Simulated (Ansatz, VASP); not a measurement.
**CdS in VASP and in Ansatz**

The input INCAR:

```
SYSTEM = CdS
ALGO = Normal
EDIFF = 1E-6
ENCUT = 520
GGA = PE
ISIF = 2
ISMEAR = 0
LASPH = .TRUE.
LCHARG = .TRUE.
LELF = .TRUE.
LREAL = .FALSE.
LVHAR = .TRUE.
LWAVE = .FALSE.
NBANDS = 26
NELM = 60
PREC = Accurate
SIGMA = 0.05
```

Contents of KPOINTS:

```
k-points
0
G
  12 12 4
  0 0 0
```

Contents of POSCAR:

```
CdS
1.0
    4.1347992034      0.0775274851      0.0000000000
   -2.0002588301      3.5420774072      0.0000000000
    0.0000000000      0.0000000000      6.7490000000
Cd S
2 2
Direct
    0.3333333333      0.6666666667      0.0000000000
    0.6666666667      0.3333333333      0.5000000000
    0.3333333333      0.6666666667      0.3850000000
    0.6666666667      0.3333333333      0.8850000000
```

Input for Ansatz:

```yaml
crystal:
  lattice:
    - [4.1347992034, 0.0775274851, 0.0]
    - [-2.0002588301, 3.5420774072, 0.0]
    - [0.0, 0.0, 6.749]
  atoms:
    - { symbol: Cd, position: [0.3333333333, 0.6666666667, 0.0] }
    - { symbol: Cd, position: [0.6666666667, 0.3333333333, 0.5] }
    - { symbol: S, position: [0.3333333333, 0.6666666667, 0.385] }
    - { symbol: S, position: [0.6666666667, 0.3333333333, 0.885] }
basis:
  ecutwfc: 420
kpoints:
  mp_grid: { grid: [12, 12, 4] }
hamiltonian:
  xc: pbe
scf:
  occupations: { method: gaussian, width: 0.05 }
output:
  forces: true
  stress: true
  eigenvalues: true
```

Change from the starting cell: strain +0.0375 x Voigt [0, 0, 0, 0, 0, 1], atoms carried along.

Alike in both runs: task single point; functional PBE; k mesh 12 × 12 × 4; occupations gaussian, width 0.05 eV; no spin polarisation.

|  | VASP | Ansatz |
| --- | --- | --- |
| version | VASP 6.6.1 | Ansatz 0.2.0 |
| potentials or method | VASP PAW PBE potentials, release 64 (Cd, S), cutoff 520 eV | scalar-relativistic, plane waves, PAW |
| valence electrons in the cell | 36 | 52 |

VASP gave:

```
gap on the k mesh at the Fermi level (eV)                     : 1.17
least direct gap on the mesh (eV)                             : 1.17
pressure (GPa)                                                : 3.0
traceless stress, the component that is largest in VASP (GPa) : -1.64
rms of the force components (eV/Å)                            : 0.228
```

Problem. Which values does Ansatz return?

Solution. gap on the k mesh at the Fermi level (eV): 1.17; least direct gap on the mesh (eV): 1.17; pressure (GPa): 2.6; traceless stress, the component that is largest in VASP (GPa): -1.61; rms of the force components (eV/Å): 0.221.

Atom by atom the forces differ by 0.007 eV/Å (rms over components). VASP's potentials hold 36 valence electrons a cell and Ansatz's 52, so a difference there can come from the potentials and not from the codes.
